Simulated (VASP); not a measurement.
Li2ICl:

```
CELL_PARAMETERS angstrom
3.84314 0.00000 0.00000
0.00000 3.84314 0.00000
0.00000 0.00000 5.43502
ATOMIC_POSITIONS crystal
Li 0.00000 0.00000 0.00000
Li 0.50000 0.50000 0.50000
I 0.50000 0.50000 0.00000
Cl 0.00000 0.00000 0.50000
```

- Program: VASP 6.6.1
- Task: relaxation of cell and atoms
- Functional: PBE
- Potentials or basis: VASP PAW PBE potentials, release 64 (Li_sv, I, Cl)
- Cutoff: 600 eV
- k mesh: 6 × 6 × 4
- Occupations: gaussian, width 0.02 eV
- Spin: no spin polarisation

At the start: pressure 3.8 GPa; volume 20.07 Å³/atom.

Question: How do energy, volume and symmetry change on relaxing?

Answer: Over 7 steps the energy falls by 28.5 meV/atom and the volume is 22.69 Å³/atom (+13.1 %); space group P4/mmm (No. 123, to 0.05 Å).

Step by step:
```tsv
step	energy change (eV)	largest force (eV/Å)	pressure (GPa)	volume (Å³)
1	0.0000	0.0000	3.83	80.27
2	-0.0921	0.0000	1.46	85.97
3	-0.1088	0.0000	-0.60	93.30
4	-0.1134	0.0000	-0.07	91.06
5	-0.1135	0.0000	-0.01	90.84
6	-0.1137	0.0000	0.00	90.82
7	-0.1141	0.0000	0.01	90.77
```

Final structure:
```xyz
4
Lattice="4.0270 0.0000 0.0000 0.0000 4.0270 0.0000 0.0000 0.0000 5.5974" Properties=species:S:1:pos:R:3 pbc="T T T"
Li    0.0000    0.0000    0.0000
Li    2.0135    2.0135    2.7987
I     2.0135    2.0135    0.0000
Cl    0.0000    0.0000    2.7987
```

Caveat: the cutoff is under 1.25 times the usual one of these potentials, so pressure, stress and relaxed cells hold a basis-set (Pulay) error.
